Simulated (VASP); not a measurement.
# Au in VASP: single point with PBE

Aim: the single point of Au with PBE.

Everything below comes from runs of VASP 6.6.1. Logs are shortened: lines on timing, memory, paths and dates and some standing lists are left out, and cuts for length are marked.

### 1 The cell of the first run

The typed cell holds 3 atoms: a = 4.793 Å, b = 4.793 Å, c = 2.738 Å, α = 90.00°, β = 90.00°, γ = 120.00°.

### 2 Single point, PBE

The input, INCAR:

```
SYSTEM = Au
PREC = Accurate ; ENCUT = 520
EDIFF = 1E-6 ; ISMEAR = 0
SIGMA = 0.1 ; LREAL = .False.
LASPH = .True. ; NELM = 100
ALGO = Normal ; ISIF = 2
LWAVE = .False. ; LCHARG = .False.
GGA = PE ; NBANDS = 24
```

The input, KPOINTS:

```
regular mesh
0
Gamma
  6 6 4
  0 0 0
```

The input, POSCAR:

```
Au
1.0
    4.7934481615      0.0000000000      0.0000000000
   -2.3967240808      4.1512478795      0.0000000000
    0.0000000000      0.0000000000      2.7379442928
Au
3
Direct
    0.3333502024      0.0000000000      0.3333333333
    0.0000000000      0.3333502024      0.6666666667
    0.6666497976      0.6666497976      0.0000000000
```

Potentials or basis: VASP PAW PBE potentials, release 64 (Au).

Command:

```sh
$ cat potpaw_PBE.64/Au/POTCAR > POTCAR
$ mpirun -np 1 vasp_std > vasp.out
```

OUTCAR:

```text
SYSTEM = Au
   PREC = Accurate
   ENCUT = 520
   EDIFF = 1E-6
   ISMEAR = 0
   LREAL = .False.
   LASPH = .True.
   NELM = 100
   ISIF = 2
   GGA = PE

 ion  position               nearest neighbor table
   1  0.333  0.000  0.333-   3 2.91   3 2.91   2 2.91   2 2.91   3 2.91   2 2.91   2 3.32   2 3.32
                             3 3.32   3 3.32   2 3.32   3 3.32
   2  0.000  0.333  0.667-   3 2.91   3 2.91   1 2.91   1 2.91   3 2.91   1 2.91   1 3.32   1 3.32
                             3 3.32   3 3.32   1 3.32   3 3.32
   3  0.667  0.667  0.000-   1 2.91   2 2.91   1 2.91   2 2.91   2 2.91   1 2.91   1 3.32   2 3.32
                             1 3.32   2 3.32   2 3.32   1 3.32

  LATTYP: Found a hexagonal cell.
 ALAT       =     4.7934481615
 C/A-ratio  =     0.5711847089

  Lattice vectors:

 A1 = (   4.7934481615,   0.0000000000,   0.0000000000)
 A2 = (  -2.3967240808,   4.1512478795,   0.0000000000)
 A3 = (   0.0000000000,   0.0000000000,   2.7379442928)

Analysis of symmetry for initial positions (statically):
=====================================================================
 Subroutine PRICEL returns:
 Original cell was already a primitive cell.

 Routine SETGRP: Setting up the symmetry group for a
 hexagonal supercell.

 Subroutine GETGRP returns: Found  6 space group operations
 (whereof  2 operations were pure point group operations)
 out of a pool of 24 trial point group operations.

The static configuration has the point symmetry C_2 .
 The point group associated with its full space group is D_3 .

Analysis of symmetry for dynamics (positions and initial velocities):
=====================================================================
 Subroutine PRICEL returns:
 Original cell was already a primitive cell.

 Routine SETGRP: Setting up the symmetry group for a
 hexagonal supercell.

 Subroutine GETGRP returns: Found  6 space group operations
 (whereof  2 operations were pure point group operations)
 out of a pool of 24 trial point group operations.

The dynamic configuration has the point symmetry C_2 .
 The point group associated with its full space group is D_3 .

 Subroutine INISYM returns: Found  6 space group operations
 (whereof  2 operations are pure point group operations),
 and found     1 'primitive' translations

----------------------------------------------------------------------------------------

                                     Primitive cell

[... 89 lines left out ...]
   ENCUT  =  520.0 eV  38.22 Ry    6.18 a.u.   8.91  8.91  5.09*2*pi/ulx,y,z
   NELM   =    100;   NELMIN=  2; NELMDL= -5     # of ELM steps
   EDIFF  = 0.1E-05   stopping-criterion for ELM
   LREAL  =      F    real-space projection
   EDIFFG = 0.1E-04   stopping-criterion for IOM
   NSW    =      0    number of steps for IOM
   IBRION =     -1    ionic relax: 0-MD 1-quasi-New 2-CG
   NFREE  =      0    steps in history (QN), initial steepest desc. (CG)
   ISIF   =      2    stress and relaxation
   ISYM   =      2    0-nonsym 1-usesym 2-fastsym
   POTIM  = 0.5000    time-step for ionic-motion
   TEBEG  =    0.0;   TEEND  =   0.0 temperature during run
   PSTRESS=    0.0 pullay stress
   NELECT =      33.0000    total number of electrons
   NUPDOWN=      -1.0000    fix difference up-down
   EMIN   =  10.00;   EMAX   =-10.00  energy-range for DOS
   EFERMI =   0.00;   METHOD = LEGACY
   ISMEAR =     0;   SIGMA  =   0.10  broadening in eV -4-tet -1-fermi 0-gaus
   EFERMI_NEDOS =   21; number of points for ismear=-14 and -15
   IALGO  =     38    algorithm
   IMIX   =      4    mixing-type and parameters
     AMIX     =   0.40;   BMIX     =  1.00
     AMIX_MAG =   1.60;   BMIX_MAG =  1.00
  volume/ion in A,a.u.               =      18.16       122.55
  Fermi-wavevector in a.u.,A,eV,Ry     =   1.385146  2.617547 26.104557  1.918631
  Thomas-Fermi vector in A             =   2.509584
   LORBIT       =      0    0 simple, 1 ext, 2 COOP (PROOUT), +10 PAW based schemes
   GGA     = PE    functional components
   LHFCALC =     F    Hartree Fock is set to
   AEXX    =    0.0000 exact exchange contribution
   IVDW    =     0    specifies the selected vdW correction
   LEPSILON=     F    determine dielectric tensor
   LRPA    =     F    only Hartree local field effects (RPA)
 non-spin polarized calculation
 Gauss-broadening in eV      SIGMA  =   0.10
  energy-cutoff  :      520.00
  volume of cell :       54.48
 maximum number of plane-waves:      1498
   NGX = 17   NGY = 17   NGZ = 11

 number of electron      33.0000000 magnetization

 Free energy of the ion-electron system (eV)
  ---------------------------------------------------
  ext. energy  EPLUGINS =         0.00000000
  ---------------------------------------------------
  free energy    TOTEN  =        -9.50578538 eV

  energy without entropy =       -9.49961191  energy(sigma->0) =       -9.50269864

 E-fermi :   8.9709     XC(G=0): -12.3362

 val. band max:        8.9645425230   @ k =   0.0000   0.3333   0.2500
 cond. band min:       9.0716694390   @ k =  -0.1667   0.5000   0.2500
 fundamental gap:      0.1071269161
 Fermi energy:         8.9709316513

 k-point     1 :       0.0000    0.0000    0.0000
  band No.  band energies     occupation
      1      -0.7518      2.00000
      2       2.1882      2.00000
      3       2.1882      2.00000
      4       3.3283      2.00000
      5       3.8515      2.00000
      6       3.8515      2.00000
[... 637 lines left out ...]
     23      19.7345      0.00000
     24      19.7348      0.00000

------------------------ aborting loop because EDIFF is reached ----------------------------------------

  FORCE on cell =-STRESS in cart. coord.  units (eV):
  Direction    XX          YY          ZZ          XY          YZ          ZX
  --------------------------------------------------------------------------------------
  -------------------------------------------------------------------------------------
  Total       -0.1204053     -0.1204053     -0.0253615      0.0000000     -0.0000000      0.0000000
  in kB       -3.5408297     -3.5408297     -0.7458190      0.0000000     -0.0000000      0.0000000
  external PRESSURE =      -2.6091595 kB  Pullay stress =       0.0000000 kB

 VOLUME and BASIS-vectors are now :
 -----------------------------------------------------------------------------
  energy-cutoff  :      520.00
  volume of cell :       54.48
      direct lattice vectors                 reciprocal lattice vectors
     4.793448161  0.000000000  0.000000000     0.208618090  0.120445710  0.000000000
    -2.396724081  4.151247879  0.000000000     0.000000000  0.240891421  0.000000000
     0.000000000  0.000000000  2.737944293     0.000000000  0.000000000  0.365237526

 POSITION                                       TOTAL-FORCE (eV/Angst)
 -----------------------------------------------------------------------------------
      1.59790      0.00000      0.91265        -0.000561      0.000000     -0.000000
     -0.79895      1.38382      1.82530         0.000280     -0.000486      0.000000
      1.59778      2.76743      0.00000         0.000280      0.000486      0.000000
 -----------------------------------------------------------------------------------
    total drift:                                0.000000      0.000000      0.000000

  FREE ENERGIE OF THE ION-ELECTRON SYSTEM (eV)
  ---------------------------------------------------
  free  energy   TOTEN  =        -9.5057853824 eV

  energy  without entropy=       -9.4996119051  energy(sigma->0) =       -9.50269864
```

OSZICAR:

```text
N       E                     dE             d eps       ncg     rms          rms(c)
DAV:   1     0.198568015488E+03    0.19857E+03   -0.16621E+04  1152   0.131E+03
DAV:   2    -0.675568725877E+01   -0.20532E+03   -0.19121E+03  1256   0.293E+02
DAV:   3    -0.103289101333E+02   -0.35732E+01   -0.35462E+01  1368   0.396E+01
DAV:   4    -0.103480763983E+02   -0.19166E-01   -0.19163E-01  1320   0.297E+00
DAV:   5    -0.103482574799E+02   -0.18108E-03   -0.18108E-03  1448   0.324E-01    0.132E+01
DAV:   6    -0.955823663152E+01    0.79002E+00   -0.17554E+00  1280   0.103E+01    0.878E+00
DAV:   7    -0.951136934005E+01    0.46867E-01   -0.13235E-01  1328   0.277E+00    0.431E+00
DAV:   8    -0.950583440413E+01    0.55349E-02   -0.72984E-03  1272   0.580E-01    0.392E-01
DAV:   9    -0.950576644275E+01    0.67961E-04   -0.94556E-05  1392   0.811E-02    0.125E-01
DAV:  10    -0.950578620549E+01   -0.19763E-04   -0.19305E-05  1312   0.365E-02    0.124E-02
DAV:  11    -0.950578538237E+01    0.82312E-06   -0.55173E-07   952   0.633E-03
   1 F= -.95057854E+01 E0= -.95026986E+01  d E =-.617348E-02
```

stdout:

```text
POSCAR found type information on POSCAR Au
 POSCAR found :  1 types and       3 ions
 scaLAPACK will be used
 LDA part: xc-table for (Slater+PW92), standard interpolation
 POSCAR, INCAR and KPOINTS ok, starting setup
 FFT: planning ... GRIDC
 FFT: planning ... GRID_SOFT
 FFT: planning ... GRID
 WAVECAR not read
 entering main loop
```

Wall time 9.9 s (1 thread of Intel Xeon 6975P-C (Granite Rapids), shared host); peak memory 0.17 GiB.

Results:

```
Free energy : -9.5058 eV
Pressure    : -0.3 GPa
```

Caveat: the k points lie up to 0.57 Å⁻¹ apart; spin-orbit coupling is left out, which moves the levels of the heavy elements.
